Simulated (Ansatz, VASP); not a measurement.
**BN in VASP and in Ansatz**

File INCAR:

```
SYSTEM = BN
PREC = Accurate ; ENCUT = 600
EDIFF = 1E-6 ; ISMEAR = 0
SIGMA = 0.05 ; LREAL = .False.
LASPH = .True. ; NELM = 120
ALGO = Normal ; ISIF = 2
LWAVE = .False. ; LCHARG = .False.
GGA = PS ; NBANDS = 36
GGA_COMPAT = .False.
```

KPOINTS

```
Automatic mesh
0
Gamma
  10 10 2
  0 0 0
```

Contents of POSCAR:

```
BN
1.0
   -2.5410113134      0.0000000000      0.0000000000
   -1.2705056567     -2.2005803487      0.0000000000
   -0.6353798789     -0.3668367441     12.6098865131
B N
6 6
Direct
    0.6284849765      0.6284849765      0.2290443320
    0.5729183099      0.5729183099      0.5623776653
    0.5173516432      0.5173516432      0.8957109987
    0.3229349765      0.3229349765      0.0623776653
    0.2673683099      0.2673683099      0.3957109987
    0.2118016432      0.2118016432      0.7290443320
    0.6492928035      0.6492928035      0.1042223347
    0.5937261368      0.5937261368      0.4375556680
    0.5381594701      0.5381594701      0.7708890013
    0.1770428035      0.1770428035      0.9375556680
    0.2881761368      0.2881761368      0.2708890013
    0.2326094701      0.2326094701      0.6042223347
```

Input for Ansatz:

```yaml
crystal:
  lattice:
    - [-2.5410113134, 0.0, 0.0]
    - [-1.2705056567, -2.2005803487, 0.0]
    - [-0.6353798789, -0.3668367441, 12.6098865131]
  atoms:
    - { symbol: B, position: [0.6284849765, 0.6284849765, 0.229044332] }
    - { symbol: B, position: [0.5729183099, 0.5729183099, 0.5623776653] }
    - { symbol: B, position: [0.5173516432, 0.5173516432, 0.8957109987] }
    - { symbol: B, position: [0.3229349765, 0.3229349765, 0.0623776653] }
    - { symbol: B, position: [0.2673683099, 0.2673683099, 0.3957109987] }
    - { symbol: B, position: [0.2118016432, 0.2118016432, 0.729044332] }
    - { symbol: "N", position: [0.6492928035, 0.6492928035, 0.1042223347] }
    - { symbol: "N", position: [0.5937261368, 0.5937261368, 0.437555668] }
    - { symbol: "N", position: [0.5381594701, 0.5381594701, 0.7708890013] }
    - { symbol: "N", position: [0.1770428035, 0.1770428035, 0.937555668] }
    - { symbol: "N", position: [0.2881761368, 0.2881761368, 0.2708890013] }
    - { symbol: "N", position: [0.2326094701, 0.2326094701, 0.6042223347] }
basis:
  ecutwfc: 420
kpoints:
  mp_grid: { grid: [10, 10, 2] }
hamiltonian:
  xc: pbesol
scf:
  occupations: { method: gaussian, width: 0.05 }
output:
  forces: true
  stress: true
  eigenvalues: true
```

Alike in both runs: task single point; functional PBEsol; k mesh 10 × 10 × 2; occupations gaussian, width 0.05 eV; no spin polarisation.

|  | VASP | Ansatz |
| --- | --- | --- |
| version | VASP 6.6.1 | Ansatz 0.2.0 |
| potentials or method | VASP PAW PBE potentials, release 64 (B, N), cutoff 600 eV | scalar-relativistic, plane waves, PAW |
| valence electrons in the cell | 48 | 48 |

VASP gave:

- gap on the k mesh at the Fermi level (eV): 3.64
- least direct gap on the mesh (eV): 5.60
- pressure (GPa): 0.0
- traceless stress, the component that is largest in VASP (GPa): 10.34
- rms of the force components (eV/Å): 0.632

What did Ansatz give for the same quantities?

gap on the k mesh at the Fermi level (eV): 3.64; least direct gap on the mesh (eV): 5.61; pressure (GPa): -0.3; traceless stress, the component that is largest in VASP (GPa): 10.33; rms of the force components (eV/Å): 0.633.

VASP's potentials were made for PBE, not for PBEsol. Atom by atom the forces differ by 0.005 eV/Å (rms over components). With one functional, cell and mesh, what is left measures potentials, basis and numerics.
